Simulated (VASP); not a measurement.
# BN (P-1) in VASP: single point with PBE

Aim: the single point of BN with PBE.

Everything below comes from runs of VASP 6.6.1. Logs are shortened: lines on timing, memory, paths and dates and some standing lists are left out, and cuts for length are marked.

## 1. The cell of the first run

The typed cell holds 8 atoms: a = 2.512 Å, b = 2.512 Å, c = 16.842 Å, α = 89.29°, β = 89.64°, γ = 60.00°.

## 2. Single point, PBE (the part above a cut slid along it)

Contents of INCAR:

```
PREC = Accurate ; ENCUT = 600
EDIFF = 1E-6 ; ISMEAR = 0
SIGMA = 0.05 ; LREAL = F
LASPH = T ; NELM = 120
ALGO = Normal ; ISIF = 2
LWAVE = F ; LCHARG = F
GGA = PE ; NBANDS = 26
GGA_COMPAT = F
```

Contents of KPOINTS:

```
Automatic mesh
0
Gamma
  10 10 2
```

Contents of POSCAR:

```
BN
1.0
   -2.5116193520      0.0000000000      0.0000000000
   -1.2558096760     -2.1751261634      0.0000000000
   -0.1046508063     -0.1812605136     16.8407423124
B N
4 4
Direct
    0.3333333333      0.2604166667      0.8750000000
    0.3333333333      0.3020833333      0.3750000000
    0.6666666667      0.6562500000      0.1250000000
    0.6666666667      0.6145833333      0.6250000000
    0.3333333333      0.3229166667      0.1250000000
    0.3333333333      0.2812500000      0.6250000000
    0.6666666667      0.5937500000      0.8750000000
    0.6666666667      0.6354166667      0.3750000000
```

Potentials or basis: VASP PAW PBE potentials, release 64 (B, N).

Launch:

```
cat potpaw_PBE.64/B/POTCAR potpaw_PBE.64/N/POTCAR > POTCAR
mpirun -np 1 vasp_std > vasp.out
```

OUTCAR:

```text
PREC = Accurate
   ENCUT = 600
   EDIFF = 1E-6
   ISMEAR = 0
   LREAL = F
   LASPH = T
   NELM = 120
   ISIF = 2
   GGA = PE

 ion  position               nearest neighbor table
   1  0.333  0.260  0.875-   7 1.45   7 1.45   7 1.45
   2  0.333  0.302  0.375-   8 1.45   8 1.45   8 1.45
   3  0.667  0.656  0.125-   5 1.45   5 1.45   5 1.45
   4  0.667  0.615  0.625-   6 1.45   6 1.45   6 1.45
   5  0.333  0.323  0.125-   3 1.45   3 1.45   3 1.45
   6  0.333  0.281  0.625-   4 1.45   4 1.45   4 1.45
   7  0.667  0.594  0.875-   1 1.45   1 1.45   1 1.45
   8  0.667  0.635  0.375-   2 1.45   2 1.45   2 1.45

  LATTYP: Found a base centered monoclinic cell.
 ALAT       =     2.5116193519
 B/A-ratio  =     1.7320508076
 C/A-ratio  =     6.7056510293
 COS(beta)  =    -0.0124273293

  Lattice vectors:

 A1 = (   2.5116193520,   0.0000000000,   0.0000000000)
 A2 = (  -1.2558096760,   2.1751261634,   0.0000000000)
 A3 = (  -0.1046508063,  -0.1812605136,  16.8407423124)

Analysis of symmetry for initial positions (statically):
=====================================================================
 Subroutine PRICEL returns:
 Original cell was already a primitive cell.

 Routine SETGRP: Setting up the symmetry group for a
 base centered monoclinic supercell.

 Subroutine GETGRP returns: Found  2 space group operations
 (whereof  1 operations were pure point group operations)
 out of a pool of  4 trial point group operations.

The static configuration has the point symmetry C_1 .
 The point group associated with its full space group is S_2 .

Analysis of symmetry for dynamics (positions and initial velocities):
=====================================================================
 Subroutine PRICEL returns:
 Original cell was already a primitive cell.

 Routine SETGRP: Setting up the symmetry group for a
 base centered monoclinic supercell.

 Subroutine GETGRP returns: Found  2 space group operations
 (whereof  1 operations were pure point group operations)
 out of a pool of  4 trial point group operations.

The dynamic configuration has the point symmetry C_1 .
 The point group associated with its full space group is S_2 .

 Subroutine INISYM returns: Found  2 space group operations
 (whereof  1 operations are pure point group operations),
 and found     1 'primitive' translations

----------------------------------------------------------------------------------------

[... 110 lines left out ...]
   ISIF   =      2    stress and relaxation
   ISYM   =      2    0-nonsym 1-usesym 2-fastsym
   POTIM  = 0.5000    time-step for ionic-motion
   TEBEG  =    0.0;   TEEND  =   0.0 temperature during run
   PSTRESS=    0.0 pullay stress
   NELECT =      32.0000    total number of electrons
   NUPDOWN=      -1.0000    fix difference up-down
   EMIN   =  10.00;   EMAX   =-10.00  energy-range for DOS
   EFERMI =   0.00;   METHOD = LEGACY
   ISMEAR =     0;   SIGMA  =   0.05  broadening in eV -4-tet -1-fermi 0-gaus
   EFERMI_NEDOS =   21; number of points for ismear=-14 and -15
   IALGO  =     38    algorithm
   IMIX   =      4    mixing-type and parameters
     AMIX     =   0.40;   BMIX     =  1.00
     AMIX_MAG =   1.60;   BMIX_MAG =  1.00
  volume/ion in A,a.u.               =      11.50        77.61
  Fermi-wavevector in a.u.,A,eV,Ry     =   1.151308  2.175657 18.034671  1.325511
  Thomas-Fermi vector in A             =   2.287967
   LORBIT       =      0    0 simple, 1 ext, 2 COOP (PROOUT), +10 PAW based schemes
   GGA     = PE    functional components
   LHFCALC =     F    Hartree Fock is set to
   AEXX    =    0.0000 exact exchange contribution
   IVDW    =     0    specifies the selected vdW correction
   LEPSILON=     F    determine dielectric tensor
   LRPA    =     F    only Hartree local field effects (RPA)
 non-spin polarized calculation
 Gauss-broadening in eV      SIGMA  =   0.05
  energy-cutoff  :      600.00
  volume of cell :       92.00
 maximum number of plane-waves:      3111
   NGX =  9   NGY =  9   NGZ = 67

 number of electron      31.9999997 magnetization

 Free energy of the ion-electron system (eV)
  ---------------------------------------------------
  ext. energy  EPLUGINS =         0.00000000
  ---------------------------------------------------
  free energy    TOTEN  =       -70.42761123 eV

  energy without entropy =      -70.42761123  energy(sigma->0) =      -70.42761123

 E-fermi :   0.6396     XC(G=0):  -8.5252

 val. band max:        0.4267354646   @ k =   0.3000  -0.3000   0.0000
 cond. band min:       4.9252890040   @ k =   0.0000   0.0000   0.0000
 fundamental gap:      4.4985535394
 Fermi energy:         0.6395753998

 k-point     1 :       0.0000    0.0000    0.0000
  band No.  band energies     occupation
      1     -17.0873      2.00000
      2     -17.0688      2.00000
      3     -17.0688      2.00000
      4     -17.0501      2.00000
      5      -4.9312      2.00000
      6      -4.6619      2.00000
[... 685 lines left out ...]
     25      13.3654      0.00000
     26      13.5861      0.00000

 [... further k-points ...]

------------------------ aborting loop because EDIFF is reached ----------------------------------------

  FORCE on cell =-STRESS in cart. coord.  units (eV):
  Direction    XX          YY          ZZ          XY          YZ          ZX
  --------------------------------------------------------------------------------------
  -------------------------------------------------------------------------------------
  Total        0.0875900      0.0854545     -0.1049030      0.0004446      0.0022937      0.0017805
  in kB        1.5253365      1.4881484     -1.8268336      0.0077430      0.0399443      0.0310072
  external PRESSURE =       0.3955504 kB  Pullay stress =       0.0000000 kB

 VOLUME and BASIS-vectors are now :
 -----------------------------------------------------------------------------
  energy-cutoff  :      600.00
  volume of cell :       92.00
      direct lattice vectors                 reciprocal lattice vectors
    -2.511619352  0.000000000  0.000000000    -0.398149504  0.229871723  0.000000000
    -1.255809676 -2.175126163  0.000000000     0.000000000 -0.459743447 -0.004948317
    -0.104650806 -0.181260514 16.840742312     0.000000000  0.000000000  0.059379805

 POSITION                                       TOTAL-FORCE (eV/Angst)
 -----------------------------------------------------------------------------------
     -1.25581     -0.72504     14.73565        -0.000067     -0.000238     -0.000166
     -1.25581     -0.72504      6.31528         0.000005     -0.000004      0.000000
     -2.51162     -1.45008      2.10509         0.000067      0.000238      0.000166
     -2.51162     -1.45008     10.52546        -0.000005      0.000004     -0.000000
     -1.25581     -0.72504      2.10509         0.000364      0.000345      0.000044
     -1.25581     -0.72504     10.52546        -0.000006     -0.000008      0.000002
     -2.51162     -1.45008     14.73565        -0.000364     -0.000345     -0.000044
     -2.51162     -1.45008      6.31528         0.000006      0.000008     -0.000002
 -----------------------------------------------------------------------------------
    total drift:                               -0.000006     -0.000009     -0.000002

  FREE ENERGIE OF THE ION-ELECTRON SYSTEM (eV)
  ---------------------------------------------------
  free  energy   TOTEN  =       -70.4276112337 eV

  energy  without entropy=      -70.4276112337  energy(sigma->0) =      -70.42761123
```

It took 5.2 min on 1 thread of Oxide Virtual Turin-like, shared host; peak memory 0.34 GiB.

What came out:

```yaml
Free_energy: -70.4276 eV
Pressure: 0.0 GPa
Band_gap_on_the_k_mesh: 4.50 eV
```

Caveat: the cell differs from its parent crystal (the part above a cut slid along it).
